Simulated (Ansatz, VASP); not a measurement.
Two plane-wave programs on HfO2

INCAR

```
SYSTEM = HfO2
PREC = Accurate ; ENCUT = 520
EDIFF = 1E-8 ; ISMEAR = -1
SIGMA = 0.02 ; LREAL = .False.
LASPH = .True. ; NELM = 100
ALGO = Normal ; ISIF = 2
LWAVE = .False. ; LCHARG = .False.
GGA = PS ; LEFG = .True.
NBANDS = 56
```

KPOINTS

```
Automatic mesh
0
Gamma
  6 6 6
  0 0 0
```

Contents of POSCAR:

```
HfO2
1.0
    5.1180000000      0.0000000000      0.0000000000
    0.0000000000      5.1857000000      0.0000000000
   -0.8586630598      0.0000000000      5.2138671406
Hf O
4 8
Direct
    0.2767004552      0.0418817652      0.2081303339
    0.7232995448      0.5418817652      0.2918696661
    0.7232995448      0.9581182348      0.7918696661
    0.2767004552      0.4581182348      0.7081303339
    0.4465505664      0.7583834832      0.4802726464
    0.5534494336      0.2583834832      0.0197273536
    0.5534494336      0.2416165168      0.5197273536
    0.4465505664      0.7416165168      0.9802726464
    0.0726428699      0.3392538937      0.3389442109
    0.9273571301      0.8392538937      0.1610557891
    0.9273571301      0.6607461063      0.6610557891
    0.0726428699      0.1607461063      0.8389442109
```

Input for Ansatz:

```yaml
crystal:
  lattice:
    - [5.118, 0.0, 0.0]
    - [0.0, 5.1857, 0.0]
    - [-0.8586630598, 0.0, 5.2138671406]
  atoms:
    - { symbol: Hf, position: [0.2767004552, 0.0418817652, 0.2081303339] }
    - { symbol: Hf, position: [0.7232995448, 0.5418817652, 0.2918696661] }
    - { symbol: Hf, position: [0.7232995448, 0.9581182348, 0.7918696661] }
    - { symbol: Hf, position: [0.2767004552, 0.4581182348, 0.7081303339] }
    - { symbol: O, position: [0.4465505664, 0.7583834832, 0.4802726464] }
    - { symbol: O, position: [0.5534494336, 0.2583834832, 0.0197273536] }
    - { symbol: O, position: [0.5534494336, 0.2416165168, 0.5197273536] }
    - { symbol: O, position: [0.4465505664, 0.7416165168, 0.9802726464] }
    - { symbol: O, position: [0.0726428699, 0.3392538937, 0.3389442109] }
    - { symbol: O, position: [0.9273571301, 0.8392538937, 0.1610557891] }
    - { symbol: O, position: [0.9273571301, 0.6607461063, 0.6610557891] }
    - { symbol: O, position: [0.0726428699, 0.1607461063, 0.8389442109] }
kpoints:
  mp_grid: { grid: [6, 6, 6] }
scf:
  occupations: { method: fermi_dirac, width: 0.02 }
hamiltonian:
  xc: pbesol
  pseudopotentials: { kind: paw }
output:
  forces: true
  stress: true
  populations: true
  efg:
    quadrupole_moments_barn: { Hf: 3.365, O: -0.02558 }
    contact_densities: true
```

Alike in both runs: task electric field gradients; functional PBEsol; k mesh 6 × 6 × 6; occupations fermi-dirac, width 0.02 eV; no spin polarisation.

```csv
,VASP,Ansatz
version,VASP 6.6.1,Ansatz 0.2.0
potentials or method,"VASP PAW PBE potentials, release 64 (Hf_pv, O)","plane-wave PAW, scalar-relativistic"
plane-wave cutoff (eV),520,420
valence electrons in the cell,88,152
```

```csv
,VASP,Ansatz,Ansatz less VASP
gap on the k mesh at the Fermi level (eV),3.92,3.95,+0.036
pressure (GPa),-5.5,-2.6,+2.98
"traceless stress, the component that is largest in VASP (GPa)",-0.77,-0.59,+0.179
rms of the force components (eV/Å),0.068,0.040,-0.0281
size of Vzz on the site where it differs most (V/Å²),104.3,125.0,+20.65
```

VASP's potentials were made for PBE, not for PBEsol. Atom by atom the forces differ by 0.031 eV/Å (rms over components). VASP's potentials hold 88 valence electrons a cell and Ansatz's 152, so a difference there can come from the potentials and not from the codes.

Spin-orbit coupling is off throughout.
